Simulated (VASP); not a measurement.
# Mg2Si3N3 in VASP: notebook, part 2 of 3

VASP 6.6.1. Earlier steps stand in the parts before.

### 3 Single point, PBE

File INCAR:

```
SYSTEM = Mg2Si3N3
ALGO = Normal
EDIFF = 1E-6
ENCUT = 600
GGA = PE
GGA_COMPAT = .False.
ISIF = 2
ISMEAR = 0
LASPH = .True.
LCHARG = .True.
LELF = .True.
LREAL = .False.
LVHAR = .True.
LWAVE = .False.
NBANDS = 26
NELM = 120
PREC = Accurate
SIGMA = 0.1
```

File KPOINTS:

```
k-points
0
Gamma
  8 8 6
  0 0 0
```

File POSCAR:

```
Mg2Si3N3
1.0
    2.9144210152     -3.3510489127     -0.0008669642
    2.9144210152      3.3510489127     -0.0008669642
   -1.5719131974      0.0000000000      5.7384645283
Mg Si N
2 3 3
Direct
    0.1597203538      0.1597203538      0.3708673235
    0.6490105700      0.6490105700      0.2674119805
    0.7514946818      0.2884838115      0.7209964395
    0.2056589035      0.2056589035      0.9599301618
    0.2884838115      0.7514946818      0.7209964395
    0.4972020949      0.4972020949      0.8673697601
    0.4974085755      0.9498507671      0.5461945728
    0.9498507671      0.4974085755      0.5461945728
```

Potentials or basis: VASP PAW PBE potentials, release 64 (Mg, Si, N).

Launch:

```sh
$ cat potpaw_PBE.64/Mg/POTCAR potpaw_PBE.64/Si/POTCAR potpaw_PBE.64/N/POTCAR > POTCAR
$ mpirun -np 1 vasp_std > vasp.out
```

OUTCAR:

```text
SYSTEM = Mg2Si3N3
   EDIFF = 1E-6
   ENCUT = 600
   GGA = PE
   ISIF = 2
   ISMEAR = 0
   LASPH = .True.
   LREAL = .False.
   NELM = 120
   PREC = Accurate

 ion  position               nearest neighbor table
   1  0.160  0.160  0.371-   7 2.09   8 2.09   4 2.53   2 2.88   3 2.97   5 2.97   5 3.02   3 3.02
                             2 3.07   2 3.40   2 3.40
   2  0.649  0.649  0.267-   7 2.20   8 2.20   6 2.31   4 2.74   1 2.88   1 3.07   5 3.37   3 3.37
                             1 3.40   1 3.40
   3  0.751  0.288  0.721-   8 1.77   7 1.79   6 1.80   4 2.37   5 2.92   5 2.92   1 2.97   1 3.02
                             4 3.03   5 3.10   2 3.37
   4  0.206  0.206  0.960-   6 1.92   5 2.37   3 2.37   1 2.53   2 2.74   5 3.03   3 3.03
   5  0.288  0.751  0.721-   7 1.77   8 1.79   6 1.80   4 2.37   3 2.92   3 2.92   1 2.97   1 3.02
                             4 3.03   3 3.10   2 3.37
   6  0.497  0.497  0.867-   3 1.80   5 1.80   4 1.92   2 2.31
   7  0.497  0.950  0.546-   5 1.77   3 1.79   1 2.09   2 2.20
   8  0.950  0.497  0.546-   3 1.77   5 1.79   1 2.09   2 2.20

  LATTYP: Found a base centered monoclinic cell.
 ALAT       =     5.8288422883
 B/A-ratio  =     1.1498162918
 C/A-ratio  =     1.0207626308
 COS(beta)  =    -0.2644800063

  Lattice vectors:

 A1 = (   2.9144210152,  -3.3510489127,  -0.0008669642)
 A2 = (   2.9144210152,   3.3510489127,  -0.0008669642)
 A3 = (  -1.5719131974,   0.0000000000,   5.7384645283)

Analysis of symmetry for initial positions (statically):
=====================================================================
 Subroutine PRICEL returns:
 Original cell was already a primitive cell.

 Routine SETGRP: Setting up the symmetry group for a
 base centered monoclinic supercell.

 Subroutine GETGRP returns: Found  2 space group operations
 (whereof  2 operations were pure point group operations)
 out of a pool of  4 trial point group operations.

The static configuration has the point symmetry C_1h.

Analysis of symmetry for dynamics (positions and initial velocities):
[... 148 lines left out ...]
   GGA     = PE    functional components
   LHFCALC =     F    Hartree Fock is set to
   AEXX    =    0.0000 exact exchange contribution
   IVDW    =     0    specifies the selected vdW correction
   LEPSILON=     F    determine dielectric tensor
   LRPA    =     F    only Hartree local field effects (RPA)
 non-spin polarized calculation
 Gauss-broadening in eV      SIGMA  =   0.10
  energy-cutoff  :      600.00
  volume of cell :      112.08
 maximum number of plane-waves:      3777
   NGX = 17   NGY = 17   NGZ = 23

 number of electron      31.0000001 magnetization

 Free energy of the ion-electron system (eV)
  ---------------------------------------------------
  ext. energy  EPLUGINS =         0.00000000
  ---------------------------------------------------
  free energy    TOTEN  =       -48.09226732 eV

  energy without entropy =      -48.07700919  energy(sigma->0) =      -48.08463826

 E-fermi :   6.3051     XC(G=0):  -9.8707

 val. band max:        6.3038681942   @ k =   0.5000   0.3750   0.5000
 cond. band min:       6.3070061503   @ k =   0.3750   0.3750   0.1667
 fundamental gap:      0.0031379561
 Fermi energy:         6.3051327673

 k-point     1 :       0.0000    0.0000    0.0000
  band No.  band energies     occupation
      1     -11.9085      2.00000
      2      -9.6776      2.00000
      3      -9.2678      2.00000
      4      -3.4907      2.00000
      5      -2.6079      2.00000
      6      -1.3395      2.00000
[... 685 lines left out ...]
     25      12.9585      0.00000
     26      13.4277      0.00000

 [... further k-points ...]

------------------------ aborting loop because EDIFF is reached ----------------------------------------

  FORCE on cell =-STRESS in cart. coord.  units (eV):
  Direction    XX          YY          ZZ          XY          YZ          ZX
  --------------------------------------------------------------------------------------
  -------------------------------------------------------------------------------------
  Total       -0.1247434     -0.1658862     -0.1879658      0.0000000      0.0000000     -0.0150360
  in kB       -1.7832190     -2.3713594     -2.6869900      0.0000000      0.0000000     -0.2149410
  external PRESSURE =      -2.2805228 kB  Pullay stress =       0.0000000 kB

 VOLUME and BASIS-vectors are now :
 -----------------------------------------------------------------------------
  energy-cutoff  :      600.00
  volume of cell :      112.08
      direct lattice vectors                 reciprocal lattice vectors
     2.914421015 -3.351048913 -0.000866964     0.171574643 -0.149207013  0.046998713
     2.914421015  3.351048913 -0.000866964     0.171574643  0.149207013  0.046998713
    -1.571913197  0.000000000  5.738464528     0.000051843  0.000000000  0.174276845

 POSITION                                       TOTAL-FORCE (eV/Angst)
 -----------------------------------------------------------------------------------
      0.34801      0.00000      2.12793         0.007391      0.000000      0.002204
      3.36263      0.00000      1.53341        -0.006401      0.000000      0.001492
      1.89759     -1.55157      4.13651         0.002612     -0.000464     -0.006237
     -0.31017      0.00000      5.50817         0.006411      0.000000     -0.012050
      1.89759      1.55157      4.13651         0.002612      0.000464     -0.006237
      1.53468      0.00000      4.97651        -0.007605      0.000000      0.012870
      3.35935      1.51616      3.13306        -0.002510      0.004068      0.003979
      3.35935     -1.51616      3.13306        -0.002510     -0.004068      0.003979
 -----------------------------------------------------------------------------------
    total drift:                                0.000274      0.000000     -0.000274

  FREE ENERGIE OF THE ION-ELECTRON SYSTEM (eV)
  ---------------------------------------------------
  free  energy   TOTEN  =       -48.0922673239 eV

  energy  without entropy=      -48.0770091929  energy(sigma->0) =      -48.08463826
```

OSZICAR:

```text
N       E                     dE             d eps       ncg     rms          rms(c)
DAV:   1     0.126612947567E+03    0.12661E+03   -0.14164E+04  5928   0.113E+03
DAV:   2    -0.407997653863E+02   -0.16741E+03   -0.15336E+03  7474   0.216E+02
DAV:   3    -0.550433466714E+02   -0.14244E+02   -0.14071E+02  8010   0.661E+01
DAV:   4    -0.552601457291E+02   -0.21680E+00   -0.21638E+00  7352   0.881E+00
DAV:   5    -0.552633549909E+02   -0.32093E-02   -0.32069E-02  8038   0.106E+00    0.169E+01
DAV:   6    -0.481178702084E+02    0.71455E+01   -0.25060E+01  7630   0.295E+01    0.816E+00
DAV:   7    -0.481638590912E+02   -0.45989E-01   -0.20233E+00  7072   0.790E+00    0.397E+00
DAV:   8    -0.481021935313E+02    0.61666E-01   -0.22364E-01  7660   0.275E+00    0.141E+00
DAV:   9    -0.480914381038E+02    0.10755E-01   -0.36844E-02  7928   0.124E+00    0.296E-01
DAV:  10    -0.480920351435E+02   -0.59704E-03   -0.54560E-03  7216   0.451E-01    0.160E-01
DAV:  11    -0.480922464061E+02   -0.21126E-03   -0.73539E-04  7550   0.170E-01    0.712E-02
DAV:  12    -0.480922642717E+02   -0.17866E-04   -0.11998E-04  7342   0.747E-02    0.233E-02
DAV:  13    -0.480922668260E+02   -0.25543E-05   -0.22673E-05  7494   0.427E-02    0.862E-03
DAV:  14    -0.480922673239E+02   -0.49786E-06   -0.71127E-06  7462   0.151E-02
   1 F= -.48092267E+02 E0= -.48084638E+02  d E =-.152581E-01
```

stdout:

```text
POSCAR found type information on POSCAR MgSiN
 POSCAR found :  3 types and       8 ions
 scaLAPACK will be used
 LDA part: xc-table for (Slater+PW92), standard interpolation
 POSCAR, INCAR and KPOINTS ok, starting setup
 FFT: planning ... GRIDC
 FFT: planning ... GRID_SOFT
 FFT: planning ... GRID
 WAVECAR not read
 entering main loop
```

It took 2.9 min on 1 thread of Intel Xeon 6975P-C (Granite Rapids), shared host; peak memory 0.49 GiB.

Results:

* Free energy: -48.0923 eV
* Pressure: -0.2 GPa
* Largest force: 0.015 eV/Å
* Band gap on the k mesh: zero (an odd number of electrons rules out a gap without spin polarisation)

Forces on the atoms (eV/Å):
```
Mg   0.007  0.000  0.002
Mg  -0.006  0.000  0.001
Si   0.003  0.000 -0.006
Si   0.006  0.000 -0.012
Si   0.003  0.000 -0.006
N   -0.008  0.000  0.013
N   -0.003  0.004  0.004
N   -0.003 -0.004  0.004
```

### 4 Single point, PBE

File INCAR:

```
SYSTEM = Mg2Si3N3
PREC     = Accurate       ! precision mode
ENCUT    = 600            ! plane-wave cutoff, eV
EDIFF    = 1E-6           ! SCF threshold, eV
ISMEAR   = 0              ! smearing method
SIGMA    = 0.1            ! smearing width, eV
LREAL    = .FALSE.        ! projectors in reciprocal space
LASPH    = .TRUE.         ! aspherical terms in the spheres
NELM     = 120            ! most SCF steps
ALGO     = Normal         ! electronic algorithm
ISIF     = 2              ! what is computed and relaxed
LWAVE    = .FALSE.        ! write WAVECAR
LCHARG   = .TRUE.         ! write CHGCAR
GGA      = PE             ! functional
LELF     = .TRUE.         ! ELF
LVHAR    = .TRUE.       
NBANDS   = 26             ! bands
GGA_COMPAT= .FALSE.
```

File KPOINTS:

```
Automatic mesh
0
G
  4 4 4
  0 0 0
```

File POSCAR:

```
Mg2Si3N3
1.0
    2.9142772918     -3.3528135621      0.0000000000
    2.9142772918      3.3528135621      0.0000000000
   -1.5701292634      0.0000000000      5.7363544484
Mg Si N
2 3 3
Direct
    0.1598465402      0.1598465402      0.3711055617
    0.6489861904      0.6489861904      0.2675354437
    0.7513165543      0.2886221423      0.7209198285
    0.2054518894      0.2054518894      0.9598878386
    0.2886221423      0.7513165543      0.7209198285
    0.4971475960      0.4971475960      0.8674193854
    0.4974684145      0.9499904309      0.5460866821
    0.9499904309      0.4974684145      0.5460866821
```

Potentials or basis: VASP PAW PBE potentials, release 64 (Mg, Si, N).

Launch:

```sh
$ cat potpaw_PBE.64/Mg/POTCAR potpaw_PBE.64/Si/POTCAR potpaw_PBE.64/N/POTCAR > POTCAR
$ mpirun -np 1 vasp_std > vasp.out
```

OUTCAR:

```text
SYSTEM = Mg2Si3N3
   PREC = Accurate
   ENCUT = 600
   EDIFF = 1E-6
   ISMEAR = 0
   LREAL = .FALSE.
   LASPH = .TRUE.
   NELM = 120
   ISIF = 2
   GGA = PE

 ion  position               nearest neighbor table
   1  0.160  0.160  0.371-   7 2.09   8 2.09   4 2.53   2 2.88   3 2.97   5 2.97   5 3.02   3 3.02
                             2 3.07   2 3.41   2 3.41
   2  0.649  0.649  0.268-   7 2.20   8 2.20   6 2.31   4 2.74   1 2.88   1 3.07   5 3.36   3 3.36
                             1 3.41   1 3.41
   3  0.751  0.289  0.721-   8 1.77   7 1.79   6 1.80   4 2.37   5 2.92   5 2.92   1 2.97   1 3.02
                             4 3.03   5 3.10   2 3.36
   4  0.205  0.205  0.960-   6 1.92   5 2.37   3 2.37   1 2.53   2 2.74   5 3.03   3 3.03
   5  0.289  0.751  0.721-   7 1.77   8 1.79   6 1.80   4 2.37   3 2.92   3 2.92   1 2.97   1 3.02
                             4 3.03   3 3.10   2 3.36
   6  0.497  0.497  0.867-   3 1.80   5 1.80   4 1.92   2 2.31
   7  0.497  0.950  0.546-   5 1.77   3 1.79   1 2.09   2 2.20
   8  0.950  0.497  0.546-   3 1.77   5 1.79   1 2.09   2 2.20

  LATTYP: Found a base centered monoclinic cell.
 ALAT       =     5.8285545836
 B/A-ratio  =     1.1504785669
 C/A-ratio  =     1.0203830136
 COS(beta)  =    -0.2640044940

  Lattice vectors:

 A1 = (   2.9142772918,  -3.3528135621,   0.0000000000)
 A2 = (   2.9142772918,   3.3528135621,   0.0000000000)
 A3 = (  -1.5701292634,   0.0000000000,   5.7363544484)

Analysis of symmetry for initial positions (statically):
=====================================================================
 Subroutine PRICEL returns:
 Original cell was already a primitive cell.

 Routine SETGRP: Setting up the symmetry group for a
 base centered monoclinic supercell.

 Subroutine GETGRP returns: Found  2 space group operations
 (whereof  2 operations were pure point group operations)
 out of a pool of  4 trial point group operations.

The static configuration has the point symmetry C_1h.

Analysis of symmetry for dynamics (positions and initial velocities):
=====================================================================
 Subroutine PRICEL returns:
 Original cell was already a primitive cell.

 Routine SETGRP: Setting up the symmetry group for a
 base centered monoclinic supercell.

 Subroutine GETGRP returns: Found  2 space group operations
 (whereof  2 operations were pure point group operations)
 out of a pool of  4 trial point group operations.

The dynamic configuration has the point symmetry C_1h.

 Subroutine INISYM returns: Found  2 space group operations
 (whereof  2 operations are pure point group operations),
 and found     1 'primitive' translations

----------------------------------------------------------------------------------------

                                     Primitive cell

  volume of cell :     112.1002

  direct lattice vectors                    reciprocal lattice vectors
     2.914277292 -3.352813562  0.000000000     0.171569123 -0.149128483  0.046961132
     2.914277292  3.352813562  0.000000000     0.171569123  0.149128483  0.046961132
    -1.570129263  0.000000000  5.736354448     0.000000000  0.000000000  0.174326745

  length of vectors
     4.442338451  4.442338451  5.947358091     0.232121986  0.232121986  0.174326745

[... 52 lines left out ...]
  0.250000  0.250000  0.000000      2.000000
  0.500000  0.250000  0.000000      4.000000
 -0.250000  0.250000  0.000000      2.000000
[... 16 lines left out ...]
 -0.250000  0.250000  0.500000      2.000000
  0.500000  0.500000  0.500000      1.000000
   k-points           NKPTS =     24   k-points in BZ     NKDIM =     24   number of bands    NBANDS=     26
   number of dos      NEDOS =    301   number of ions     NIONS =      8
   total plane-waves  NPLWV =  62208
   dimension x,y,z NGX =    36 NGY =   36 NGZ =   48
   dimension x,y,z NGXF=    72 NGYF=   72 NGZF=   96
   ions per type =               2   3   3
   NGX,Y,Z   is equivalent  to a cutoff of  13.47, 13.47, 13.42 a.u.
   NGXF,Y,Z  is equivalent  to a cutoff of  26.94, 26.94, 26.83 a.u.
 SYSTEM =  Mg2Si3N3
   PREC   = accura    normal or accurate (medium, high low for compatibility)
   ISTART =      0    job   : 0-new  1-cont  2-samecut
   ICHARG =      2    charge: 1-file 2-atom 10-const
   ISPIN  =      1    spin polarized calculation?
   LNONCOLLINEAR =      F non collinear calculations
   LSORBIT =      F    spin-orbit coupling
   LASPH  =      T    aspherical Exc in radial PAW
   ENCUT  =  600.0 eV  44.10 Ry    6.64 a.u.   8.87  8.87 11.88*2*pi/ulx,y,z
   NELM   =    120;   NELMIN=  2; NELMDL= -5     # of ELM steps
   EDIFF  = 0.1E-05   stopping-criterion for ELM
   LREAL  =      F    real-space projection
   EDIFFG = 0.1E-04   stopping-criterion for IOM
   NSW    =      0    number of steps for IOM
   IBRION =     -1    ionic relax: 0-MD 1-quasi-New 2-CG
   NFREE  =      0    steps in history (QN), initial steepest desc. (CG)
   ISIF   =      2    stress and relaxation
   ISYM   =      2    0-nonsym 1-usesym 2-fastsym
   POTIM  = 0.5000    time-step for ionic-motion
   TEBEG  =    0.0;   TEEND  =   0.0 temperature during run
   PSTRESS=    0.0 pullay stress
   NELECT =      31.0000    total number of electrons
   NUPDOWN=      -1.0000    fix difference up-down
   EMIN   =  10.00;   EMAX   =-10.00  energy-range for DOS
   EFERMI =   0.00;   METHOD = LEGACY
   ISMEAR =     0;   SIGMA  =   0.10  broadening in eV -4-tet -1-fermi 0-gaus
   EFERMI_NEDOS =   21; number of points for ismear=-14 and -15
   IALGO  =     38    algorithm
   IMIX   =      4    mixing-type and parameters
     AMIX     =   0.40;   BMIX     =  1.00
     AMIX_MAG =   1.60;   BMIX_MAG =  1.00
  volume/ion in A,a.u.               =      14.01        94.56
  Fermi-wavevector in a.u.,A,eV,Ry     =   1.066580  2.015543 15.477882  1.137592
  Thomas-Fermi vector in A             =   2.202169
   LORBIT       =      0    0 simple, 1 ext, 2 COOP (PROOUT), +10 PAW based schemes
   GGA     = PE    functional components
   LHFCALC =     F    Hartree Fock is set to
   AEXX    =    0.0000 exact exchange contribution
   IVDW    =     0    specifies the selected vdW correction
   LEPSILON=     F    determine dielectric tensor
   LRPA    =     F    only Hartree local field effects (RPA)
 non-spin polarized calculation
 Gauss-broadening in eV      SIGMA  =   0.10
  energy-cutoff  :      600.00
  volume of cell :      112.10
 maximum number of plane-waves:      3760
   NGX = 17   NGY = 17   NGZ = 23

 number of electron      31.0000001 magnetization

 Free energy of the ion-electron system (eV)
  ---------------------------------------------------
  ext. energy  EPLUGINS =         0.00000000
  ---------------------------------------------------
  free energy    TOTEN  =       -48.09303163 eV

  energy without entropy =      -48.07756526  energy(sigma->0) =      -48.08529845

 E-fermi :   6.3227     XC(G=0):  -9.8697

 val. band max:        6.3052134775   @ k =   0.5000   0.5000   0.2500
 cond. band min:       6.3372735209   @ k =  -0.2500   0.2500   0.2500
 fundamental gap:      0.0320600434
 Fermi energy:         6.3227011523

 k-point     1 :       0.0000    0.0000    0.0000
  band No.  band energies     occupation
      1     -11.9090      2.00000
      2      -9.6794      2.00000
      3      -9.2689      2.00000
      4      -3.4929      2.00000
      5      -2.6074      2.00000
      6      -1.3382      2.00000
[... 685 lines left out ...]
     25      12.2571      0.00000
     26      12.9965      0.00000

------------------------ aborting loop because EDIFF is reached ----------------------------------------

  FORCE on cell =-STRESS in cart. coord.  units (eV):
  Direction    XX          YY          ZZ          XY          YZ          ZX
  --------------------------------------------------------------------------------------
  -------------------------------------------------------------------------------------
  Total       -0.1597077     -0.2855568     -0.1590606      0.0000000      0.0000000     -0.0111864
  in kB       -2.2826025     -4.0812846     -2.2733534      0.0000000      0.0000000     -0.1598806
  external PRESSURE =      -2.8790802 kB  Pullay stress =       0.0000000 kB

 VOLUME and BASIS-vectors are now :
 -----------------------------------------------------------------------------
  energy-cutoff  :      600.00
  volume of cell :      112.10
      direct lattice vectors                 reciprocal lattice vectors
     2.914277292 -3.352813562  0.000000000     0.171569123 -0.149128483  0.046961132
     2.914277292  3.352813562  0.000000000     0.171569123  0.149128483  0.046961132
    -1.570129263  0.000000000  5.736354448     0.000000000  0.000000000  0.174326745

 POSITION                                       TOTAL-FORCE (eV/Angst)
 -----------------------------------------------------------------------------------
      0.34899      0.00000      2.12879         0.005728      0.000000     -0.002345
      3.36259      0.00000      1.53468        -0.009174      0.000000     -0.009290
      1.89873     -1.55133      4.13545         0.002609     -0.013293      0.000722
     -0.30966      0.00000      5.50626        -0.010195      0.000000     -0.012222
      1.89873      1.55133      4.13545         0.002609      0.013293      0.000722
      1.53569      0.00000      4.97583         0.003094      0.000000     -0.001446
      3.36087      1.51722      3.13255         0.002665     -0.004251      0.011930
      3.36087     -1.51722      3.13255         0.002665      0.004251      0.011930
 -----------------------------------------------------------------------------------
    total drift:                                0.000301      0.000000     -0.000132

  FREE ENERGIE OF THE ION-ELECTRON SYSTEM (eV)
  ---------------------------------------------------
  free  energy   TOTEN  =       -48.0930316342 eV

  energy  without entropy=      -48.0775652646  energy(sigma->0) =      -48.08529845
```

It took 30 s on 1 thread of Intel Xeon 6975P-C (Granite Rapids), shared host; peak memory 0.27 GiB.

What came out:

| Quantity | Value |
| --- | --- |
| Free energy | -48.0930 eV |
| Pressure | -0.3 GPa |
| Largest force | 0.016 eV/Å |
| Band gap on the k mesh | zero (an odd number of electrons rules out a gap without spin polarisation) |

Forces on the atoms (eV/Å):
```
Mg   0.006  0.000 -0.002
Mg  -0.009  0.000 -0.009
Si   0.003 -0.013  0.001
Si  -0.010  0.000 -0.012
Si   0.003  0.013  0.001
N    0.003  0.000 -0.001
N    0.003 -0.004  0.012
N    0.003  0.004  0.012
```

Stress tensor (GPa, compression positive):
```
-0.23  0.00 -0.02
 0.00 -0.41  0.00
-0.02  0.00 -0.23
```

Caveat: the k points lie up to 0.36 Å⁻¹ apart, too coarse for converged energies and pressures of a metal.

(Continued in part 3 of 3.)
